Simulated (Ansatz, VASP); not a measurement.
**InSe in VASP and in Ansatz**

Contents of INCAR:

```
ALGO = Normal
DIPOL = 0.5 0.5 0.500
EDIFF = 1E-6
ENCUT = 520
GGA = PE
IDIPOL = 3
ISIF = 2
ISMEAR = 0
IVDW = 12
LASPH = True
LCHARG = True
LDIPOL = True
LELF = True
LREAL = False
LVACPOTAV = True
LVHAR = True
LWAVE = False
NBANDS = 27
NELM = 80
PREC = Accurate
SIGMA = 0.02
```

KPOINTS

```
k-points
0
Gamma
  9 9 1
```

POSCAR

```
InSe
1.0
    4.1610000000      0.0000000000      0.0000000000
   -2.0805000000      3.6035317051      0.0000000000
    0.0000000000      0.0000000000     36.7211901288
Se In
2 2
Direct
    0.0000000000      0.0000000000      0.4314289814
    0.0000000000      0.0000000000      0.5685432738
    0.6666666667      0.3333333333      0.4644126644
    0.6666666667      0.3333333333      0.5355596410
```

Input for Ansatz:

```yaml
crystal:
  lattice:
    - [4.161, 0.0, 0.0]
    - [-2.0805, 3.6035317051, 0.0]
    - [0.0, 0.0, 36.7211901288]
  atoms:
    - { symbol: Se, position: [0.0, 0.0, 0.4314289814] }
    - { symbol: In, position: [0.6666666667, 0.3333333333, 0.4644126644] }
    - { symbol: In, position: [0.6666666667, 0.3333333333, 0.535559641] }
    - { symbol: Se, position: [0.0, 0.0, 0.5685432738] }
  periodic: [true, true, false]
basis:
  ecutwfc: 420
kpoints:
  mp_grid: { grid: [9, 9, 1] }
hamiltonian:
  xc: pbe
  dispersion: d3bj
scf:
  occupations: { method: gaussian, width: 0.02 }
output:
  forces: true
  stress: true
  eigenvalues: true
```

Alike in both runs: task single point; functional PBE; dispersion D3(BJ); k mesh 9 × 9 × 1; occupations gaussian, width 0.02 eV; no spin polarisation.

|  | VASP | Ansatz |
| --- | --- | --- |
| version | VASP 6.6.1 | Ansatz 0.2.0 |
| potentials or method | VASP PAW PBE potentials, release 64 (Se, In_d), cutoff 520 eV | scalar-relativistic, plane waves, PAW |
| valence electrons in the cell | 38 | 58 |

|  | VASP | Ansatz | Ansatz less VASP |
| --- | --- | --- | --- |
| gap on the k mesh at the Fermi level (eV) | 1.11 | 1.12 | +0.013 |
| least direct gap on the mesh (eV) | 1.20 | 1.21 | +0.010 |
| rms of the force components (eV/Å) | 0.504 | 0.509 | +0.0054 |

VASP's potentials hold 38 valence electrons a cell and Ansatz's 58, so a difference there can come from the potentials and not from the codes.
